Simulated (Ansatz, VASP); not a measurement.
## As: VASP beside Ansatz

```xyz
2
Lattice="1.7951 1.0364 5.0543 -1.7951 1.0364 5.0543 0.0000 -2.0728 5.0543" Properties=species:S:1:pos:R:3 pbc="T T T"
As    0.0000    0.0000   11.9534
As    0.0000    0.0000    3.2094
```

Alike in both runs: task single point; functional r2SCAN; k mesh 10 × 10 × 10; occupations gaussian, width 1 eV; no spin polarisation.

```csv
,VASP,Ansatz
version,VASP 6.6.1,Ansatz 0.2.0
potentials or method,"VASP PAW PBE potentials, release 64 (As), cutoff 520 eV","plane waves (500 eV) with PAW, scalar-relativistic"
valence electrons in the cell,10,30
```

```tsv
	VASP	Ansatz	Ansatz less VASP
pressure (GPa)	0.1	0.0	-0.12
traceless stress, the component that is largest in VASP (GPa)	-0.53	-0.59	-0.060
```

VASP's potentials were made for PBE, not for r2SCAN. The functional is the same, so the differences come from potentials, cutoffs and numerics. VASP's potentials hold 10 valence electrons a cell and Ansatz's 30, so a difference there can come from the potentials and not from the codes.
